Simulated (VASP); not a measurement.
Crystal: Ag.

```
Ag
1.0
    -1.62000    1.62000    1.62000
     1.62000   -1.62000    1.62000
     1.62000    1.62000   -1.62000
Ag
1
Cartesian
  0.0000 0.0000 0.0000
```

This isn't the form of Ag at room conditions, which is fcc.

```yaml
Program: VASP 6.6.1
Task: relaxation of cell and atoms
Functional: PBE
Potentials_or_basis: VASP PAW PBE potentials, release 64 (Ag)
Cutoff: 500 eV
k_mesh: 20 × 20 × 20
Occupations: fermi-dirac, width 0.1 eV
Spin: no spin polarisation
```

At the start: pressure 5.7 GPa; volume 17.01 Å³/atom.

Problem. How do energy, volume and symmetry change on relaxing?

Solution. Over 3 steps the energy falls by 16.5 meV/atom and the volume is 17.99 Å³/atom (+5.8 %); space group Im-3m (No. 229, to 0.1 Å) before and after.

The path:
| step | energy change (eV) | largest force (eV/Å) | pressure (GPa) | volume (Å³) |
| --- | --- | --- | --- | --- |
| 1 | 0.0000 | 0.0000 | 5.73 | 17.01 |
| 2 | -0.0121 | 0.0000 | -2.43 | 18.55 |
| 3 | -0.0165 | 0.0000 | 0.02 | 17.99 |

Final structure:
```xyz
1
Lattice="-1.6506 1.6506 1.6506 1.6506 -1.6506 1.6506 1.6506 1.6506 -1.6506" Properties=species:S:1:pos:R:3 pbc="T T T"
Ag    0.0000    0.0000    0.0000
```
